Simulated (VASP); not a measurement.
# Pt in VASP: notebook

Pt is run at these levels: PBE; tasks: single point.

Program: VASP 6.6.1. These are calculated values, not measurements. Logs are shortened: lines on timing, memory, paths and dates and some standing lists are left out, and cuts for length are marked.

### 1 The cell of the first run

The cell holds a wire with vacuum, 8 atoms: a = 14.600 Å, b = 13.300 Å, c = 2.628 Å, α = 90.00°, β = 90.00°, γ = 90.00°.

### 2 Single point, PBE

Contents of INCAR:

```
SYSTEM = Pt
PREC = Accurate
ENCUT = 520
EDIFF = 1E-7
ISMEAR = 0
SIGMA = 0.05
LREAL = .FALSE.
LASPH = .TRUE.
NELM = 60
ALGO = Normal
ISIF = 2
LWAVE = .FALSE.
LCHARG = .FALSE.
GGA = PE
NBANDS = 50
```

Contents of KPOINTS:

```
Automatic mesh
0
G
  1 1 19
  0 0 0
```

Contents of POSCAR:

```
Pt
1.0
   14.6000000000      0.0000000000      0.0000000000
    0.0000000000     13.3000000000      0.0000000000
    0.0000000000      0.0000000000      2.6282823268
Pt
8
Direct
    0.6094630122      0.5000000000      0.0000000000
    0.5000000000      0.6445686631      0.5000000000
    0.5000000000      0.3554313369      0.5000000000
    0.3239483414      0.6610932532      0.5000000000
    0.3239483414      0.3389067468      0.5000000000
    0.6760516586      0.6610932532      0.5000000000
    0.6760516586      0.3389067468      0.5000000000
    0.3905369878      0.5000000000      0.0000000000
```

Potentials or basis: VASP PAW PBE potentials, release 64 (Pt).

Started as:

```
cat potpaw_PBE.64/Pt/POTCAR > POTCAR
mpirun -np 1 vasp_std > vasp.out
```

OUTCAR:

```text
SYSTEM = Pt
   PREC = Accurate
   ENCUT = 520
   EDIFF = 1E-7
   ISMEAR = 0
   LREAL = .FALSE.
   LASPH = .TRUE.
   NELM = 60
   ISIF = 2
   GGA = PE

 ion  position               nearest neighbor table
   1  0.609  0.500  0.000-   6 2.69   7 2.69   6 2.69   7 2.69   2 2.82   3 2.82   2 2.82   3 2.82
                             8 3.20
   2  0.500  0.645  0.500-   4 2.58   6 2.58   1 2.82   8 2.82   1 2.82   8 2.82
   3  0.500  0.355  0.500-   5 2.58   7 2.58   1 2.82   8 2.82   1 2.82   8 2.82
   4  0.324  0.661  0.500-   2 2.58   8 2.69   8 2.69
   5  0.324  0.339  0.500-   3 2.58   8 2.69   8 2.69
   6  0.676  0.661  0.500-   2 2.58   1 2.69   1 2.69
   7  0.676  0.339  0.500-   3 2.58   1 2.69   1 2.69
   8  0.391  0.500  0.000-   4 2.69   5 2.69   4 2.69   5 2.69   2 2.82   3 2.82   2 2.82   3 2.82
                             1 3.20

  LATTYP: Found a simple orthorhombic cell.
 ALAT       =     2.6282823268
 B/A-ratio  =     5.0603391669
 C/A-ratio  =     5.5549587847

  Lattice vectors:

 A1 = (   0.0000000000,   0.0000000000,  -2.6282823268)
 A2 = (   0.0000000000,  13.3000000000,   0.0000000000)
 A3 = (  14.6000000000,   0.0000000000,   0.0000000000)

Analysis of symmetry for initial positions (statically):
=====================================================================
 Subroutine PRICEL returns:
 Original cell was already a primitive cell.

 Routine SETGRP: Setting up the symmetry group for a
 simple orthorhombic supercell.

 Subroutine GETGRP returns: Found  8 space group operations
 (whereof  8 operations were pure point group operations)
 out of a pool of  8 trial point group operations.

The static configuration has the point symmetry D_2h.

Analysis of symmetry for dynamics (positions and initial velocities):
=====================================================================
 Subroutine PRICEL returns:
 Original cell was already a primitive cell.

 Routine SETGRP: Setting up the symmetry group for a
 simple orthorhombic supercell.

 Subroutine GETGRP returns: Found  8 space group operations
 (whereof  8 operations were pure point group operations)
 out of a pool of  8 trial point group operations.

The dynamic configuration has the point symmetry D_2h.

 Subroutine INISYM returns: Found  8 space group operations
 (whereof  8 operations are pure point group operations),
 and found     1 'primitive' translations

----------------------------------------------------------------------------------------

                                     Primitive cell

  volume of cell :     510.3599

  direct lattice vectors                    reciprocal lattice vectors
    14.600000000  0.000000000  0.000000000     0.068493151  0.000000000  0.000000000
     0.000000000 13.300000000  0.000000000     0.000000000  0.075187970  0.000000000
     0.000000000  0.000000000  2.628282327     0.000000000  0.000000000  0.380476629

  length of vectors
    14.600000000 13.300000000  2.628282327     0.068493151  0.075187970  0.380476629

  position of ions in fractional coordinates (direct lattice)
     0.609463012  0.500000000  0.000000000
     0.500000000  0.644568663  0.500000000
     0.500000000  0.355431337  0.500000000
     0.323948341  0.661093253  0.500000000
     0.323948341  0.338906747  0.500000000
     0.676051659  0.661093253  0.500000000
     0.676051659  0.338906747  0.500000000
     0.390536988  0.500000000  0.000000000

  ion indices of the primitive-cell ions
   primitive index   ion index
                 1           1
                 2           2
                 3           3
                 4           4
                 5           5
                 6           6
                 7           7
                 8           8

----------------------------------------------------------------------------------------

 KPOINTS: Automatic mesh

Automatic generation of k-mesh.
 Grid dimensions read from file:
 generate k-points for:    1    1   19

 Generating k-lattice:

  Cartesian coordinates                     Fractional coordinates (reciprocal lattice)
     0.068493151  0.000000000  0.000000000     1.000000000  0.000000000  0.000000000
     0.000000000  0.075187970  0.000000000     0.000000000  1.000000000  0.000000000
     0.000000000  0.000000000  0.020025086     0.000000000  0.000000000  0.052631579

  Length of vectors
     0.068493151  0.075187970  0.020025086

  Shift w.r.t. Gamma in fractional coordinates (k-lattice)
     0.000000000  0.000000000  0.000000000

 Subroutine IBZKPT returns following result:
 ===========================================

 Found     10 irreducible k-points:

 Following reciprocal coordinates:
            Coordinates               Weight
  0.000000  0.000000  0.000000      1.000000
  0.000000  0.000000  0.052632      2.000000
  0.000000  0.000000  0.105263      2.000000
  0.000000  0.000000  0.157895      2.000000
  0.000000  0.000000  0.210526      2.000000
  0.000000  0.000000  0.263158      2.000000
  0.000000  0.000000  0.315789      2.000000
  0.000000  0.000000  0.368421      2.000000
  0.000000  0.000000  0.421053      2.000000
  0.000000  0.000000  0.473684      2.000000
   k-points           NKPTS =     10   k-points in BZ     NKDIM =     10   number of bands    NBANDS=     50
   number of dos      NEDOS =    301   number of ions     NIONS =      8
   total plane-waves  NPLWV = 224000
   dimension x,y,z NGX =   112 NGY =  100 NGZ =   20
   dimension x,y,z NGXF=   224 NGYF=  200 NGZF=   40
   ions per type =               8
   NGX,Y,Z   is equivalent  to a cutoff of  12.75, 12.50, 12.65 a.u.
   NGXF,Y,Z  is equivalent  to a cutoff of  25.51, 25.00, 25.30 a.u.
 SYSTEM =  Pt
   PREC   = accura    normal or accurate (medium, high low for compatibility)
   ISTART =      0    job   : 0-new  1-cont  2-samecut
   ICHARG =      2    charge: 1-file 2-atom 10-const
   ISPIN  =      1    spin polarized calculation?
   LNONCOLLINEAR =      F non collinear calculations
   LSORBIT =      F    spin-orbit coupling
   LASPH  =      T    aspherical Exc in radial PAW
   ENCUT  =  520.0 eV  38.22 Ry    6.18 a.u.  27.15 24.73  4.89*2*pi/ulx,y,z
   NELM   =     60;   NELMIN=  2; NELMDL= -5     # of ELM steps
   EDIFF  = 0.1E-06   stopping-criterion for ELM
   LREAL  =      F    real-space projection
   EDIFFG = 0.1E-05   stopping-criterion for IOM
   NSW    =      0    number of steps for IOM
   IBRION =     -1    ionic relax: 0-MD 1-quasi-New 2-CG
   NFREE  =      0    steps in history (QN), initial steepest desc. (CG)
   ISIF   =      2    stress and relaxation
   ISYM   =      2    0-nonsym 1-usesym 2-fastsym
   POTIM  = 0.5000    time-step for ionic-motion
   TEBEG  =    0.0;   TEEND  =   0.0 temperature during run
   PSTRESS=    0.0 pullay stress
   NELECT =      80.0000    total number of electrons
   NUPDOWN=      -1.0000    fix difference up-down
   EMIN   =  10.00;   EMAX   =-10.00  energy-range for DOS
   EFERMI =   0.00;   METHOD = LEGACY
   ISMEAR =     0;   SIGMA  =   0.05  broadening in eV -4-tet -1-fermi 0-gaus
   EFERMI_NEDOS =   21; number of points for ismear=-14 and -15
   IALGO  =     38    algorithm
   IMIX   =      4    mixing-type and parameters
     AMIX     =   0.40;   BMIX     =  1.00
     AMIX_MAG =   1.60;   BMIX_MAG =  1.00
  volume/ion in A,a.u.               =      63.79       430.51
  Fermi-wavevector in a.u.,A,eV,Ry     =   0.882699  1.668059 10.601083  0.779158
  Thomas-Fermi vector in A             =   2.003366
   LORBIT       =      0    0 simple, 1 ext, 2 COOP (PROOUT), +10 PAW based schemes
   GGA     = PE    functional components
   LHFCALC =     F    Hartree Fock is set to
   AEXX    =    0.0000 exact exchange contribution
   IVDW    =     0    specifies the selected vdW correction
   LEPSILON=     F    determine dielectric tensor
   LRPA    =     F    only Hartree local field effects (RPA)
 non-spin polarized calculation
 Gauss-broadening in eV      SIGMA  =   0.05
  energy-cutoff  :      520.00
  volume of cell :      510.36
 maximum number of plane-waves:     13798
 NGX is ok and might be reduce to   112
   NGX = 55   NGY = 49   NGZ =  9

 number of electron      80.0000011 magnetization

 Free energy of the ion-electron system (eV)
  ---------------------------------------------------
  ext. energy  EPLUGINS =         0.00000000
  ---------------------------------------------------
  free energy    TOTEN  =       -41.11003808 eV

  energy without entropy =      -41.08743031  energy(sigma->0) =      -41.09873419

 E-fermi :  -1.3714     XC(G=0):  -4.6080

 val. band max:       -1.3810151517   @ k =   0.0000   0.0000   0.3684
 cond. band min:      -1.3658454528   @ k =   0.0000   0.0000   0.0000
 fundamental gap:      0.0151696989
 Fermi energy:        -1.3714095522

 k-point     1 :       0.0000    0.0000    0.0000
  band No.  band energies     occupation
      1      -9.8146      2.00000
      2      -8.7745      2.00000
      3      -8.1852      2.00000
      4      -7.8024      2.00000
      5      -7.3715      2.00000
      6      -7.1496      2.00000
[... 42 lines left out ...]
     49       0.7199      0.00000
     50       1.0966      0.00000

 k-point     2 :       0.0000    0.0000    0.0526
  band No.  band energies     occupation
      1      -9.7297      2.00000
      2      -8.6860      2.00000
      3      -8.0971      2.00000
      4      -7.6970      2.00000
      5      -7.2724      2.00000
      6      -7.0351      2.00000
[... 42 lines left out ...]
     49       0.9903      0.00000
     50       1.2803      0.00000

 k-point     3 :       0.0000    0.0000    0.1053
  band No.  band energies     occupation
      1      -9.4849      2.00000
      2      -8.4358      2.00000
      3      -7.8596      2.00000
      4      -7.3907      2.00000
      5      -6.9925      2.00000
      6      -6.7589      2.00000
[... 360 lines left out ...]
     49       4.3054      0.00000
     50       5.1159      0.00000

 k-point    10 :       0.0000    0.0000    0.4737
  band No.  band energies     occupation
      1      -7.7359      2.00000
      2      -7.6913      2.00000
      3      -7.4453      2.00000
      4      -7.1423      2.00000
      5      -6.8013      2.00000
      6      -6.7206      2.00000
[... 42 lines left out ...]
     49       4.2520      0.00000
     50       4.7270      0.00000

------------------------ aborting loop because EDIFF is reached ----------------------------------------

  FORCE on cell =-STRESS in cart. coord.  units (eV):
  Direction    XX          YY          ZZ          XY          YZ          ZX
  --------------------------------------------------------------------------------------
  -------------------------------------------------------------------------------------
  Total       -0.3622486     -0.2815164     -0.3989501      0.0000000     -0.0000000      0.0000000
  in kB       -1.1372104     -0.8837670     -1.2524276      0.0000000     -0.0000000      0.0000000
  external PRESSURE =      -1.0911350 kB  Pullay stress =       0.0000000 kB

 VOLUME and BASIS-vectors are now :
 -----------------------------------------------------------------------------
  energy-cutoff  :      520.00
  volume of cell :      510.36
      direct lattice vectors                 reciprocal lattice vectors
    14.600000000  0.000000000  0.000000000     0.068493151  0.000000000  0.000000000
     0.000000000 13.300000000  0.000000000     0.000000000  0.075187970  0.000000000
     0.000000000  0.000000000  2.628282327     0.000000000  0.000000000  0.380476629

 POSITION                                       TOTAL-FORCE (eV/Angst)
 -----------------------------------------------------------------------------------
      8.89816      6.65000      0.00000        -0.017939     -0.000000      0.000000
      7.30000      8.57276      1.31414         0.000000     -0.016743      0.000000
      7.30000      4.72724      1.31414         0.000000      0.016743      0.000000
      4.72965      8.79254      1.31414         0.019644     -0.014555      0.000000
      4.72965      4.50746      1.31414         0.019644      0.014555     -0.000000
      9.87035      8.79254      1.31414        -0.019644     -0.014555     -0.000000
      9.87035      4.50746      1.31414        -0.019644      0.014555      0.000000
      5.70184      6.65000      0.00000         0.017939      0.000000      0.000000
 -----------------------------------------------------------------------------------
    total drift:                                0.000000      0.000000      0.000000

  FREE ENERGIE OF THE ION-ELECTRON SYSTEM (eV)
  ---------------------------------------------------
  free  energy   TOTEN  =       -41.1100380785 eV

  energy  without entropy=      -41.0874303114  energy(sigma->0) =      -41.09873419
```

It took 7.1 min on 1 thread of Intel Xeon Platinum 8259CL at 2.50GHz (Skylake/Cascade Lake), shared host; peak memory 0.57 GiB.

Results:

```
Free energy            : -41.1100 eV
Largest force          : 0.024 eV/Å
Band gap on the k mesh : zero (band 40 reaches -0.38 eV, above the bottom of band 41 at -1.81 eV)
```

Forces on the atoms (eV/Å):
```
Pt  -0.018  0.000  0.000
Pt   0.000 -0.017  0.000
Pt   0.000  0.017  0.000
Pt   0.020 -0.015  0.000
Pt   0.020  0.015  0.000
Pt  -0.020 -0.015  0.000
Pt  -0.020  0.015  0.000
Pt   0.018  0.000  0.000
```

Levels at points of the mesh, in eV from the Fermi level:
| k point | band 36 | band 37 | band 38 | band 39 | band 40 | band 41 | band 42 | band 43 | band 44 | band 45 |
| --- | --- | --- | --- | --- | --- | --- | --- | --- | --- | --- |
| (0.00, 0.00, 0.00) | -0.43 | -0.40 | -0.27 | -0.10 | 0.01 | 0.11 | 0.25 | 0.33 | 0.43 | 0.51 |

Caveat: spin-orbit coupling is left out, which moves the levels of the heavy elements.

### 3 Single point, PBE

This run uses another cell than the first one, of 68.14 Å³/atom, 1.068 times its volume.

Contents of INCAR:

```
SYSTEM = Pt
PREC     = Accurate       ! precision mode
ENCUT    = 520            ! plane-wave cutoff, eV
EDIFF    = 1E-6           ! SCF threshold, eV
ISMEAR   = 0              ! smearing method
SIGMA    = 0.05           ! smearing width, eV
LREAL    = .False.        ! projectors in reciprocal space
LASPH    = .True.         ! aspherical terms in the spheres
NELM     = 80             ! most SCF steps
ALGO     = Normal         ! electronic algorithm
ISIF     = 2              ! what is computed and relaxed
LWAVE    = .False.        ! write WAVECAR
LCHARG   = .True.         ! write CHGCAR
GGA      = PE             ! functional
LELF     = .True.         ! ELF
LVHAR    = .True.       
NBANDS   = 50             ! bands
```

Contents of KPOINTS:

```
Automatic mesh
0
Gamma
  1 1 19
  0 0 0
```

Contents of POSCAR:

```
Pt
1.0
   14.6000000000      0.0000000000      0.0000000000
    0.0000000000     13.3000000000      0.0000000000
    0.0000000000      0.0000000000      2.8072945027
Pt
8
Direct
    0.5961402227      0.5000000000      0.0000000000
    0.5000000000      0.6492524045      0.5000000000
    0.5000000000      0.3507475955      0.5000000000
    0.3077195546      0.6492524045      0.5000000000
    0.3077195546      0.3507475955      0.5000000000
    0.6922804454      0.6492524045      0.5000000000
    0.6922804454      0.3507475955      0.5000000000
    0.4038597773      0.5000000000      0.0000000000
```

Potentials or basis: VASP PAW PBE potentials, release 64 (Pt).

Started as:

```
cat potpaw_PBE.64/Pt/POTCAR > POTCAR
mpirun -np 1 vasp_std > vasp.out
```

Run time: 7.6 min. Hardware: 1 thread of Intel Xeon Platinum 8259CL at 2.50GHz (Skylake/Cascade Lake), shared host; peak memory 0.64 GiB.

Results (log left out):

```
Free energy            : -39.4228 eV
Largest force          : 1.801 eV/Å
Band gap on the k mesh : zero (band 40 reaches -1.25 eV, above the bottom of band 41 at -2.04 eV)
```

Forces in eV/Å, atoms in the order of the input:
```
Pt   1.468  0.000  0.000
Pt   0.000 -0.553  0.000
Pt   0.000  0.553  0.000
Pt   1.660 -0.700  0.000
Pt   1.660  0.700  0.000
Pt  -1.660 -0.700  0.000
Pt  -1.660  0.700  0.000
Pt  -1.468  0.000  0.000
```

Levels at points of the mesh, in eV from the Fermi level:
```
           k point  band 38  band 39  band 40  band 41  band 42  band 43  band 44  band 45
(0.00, 0.00, 0.00)    -0.18    -0.07    -0.04     0.00     0.18     0.20     0.23     0.35
```

Caveat: spin-orbit coupling is left out, which moves the levels of the heavy elements.

(Part 1 of 2 ends here.)
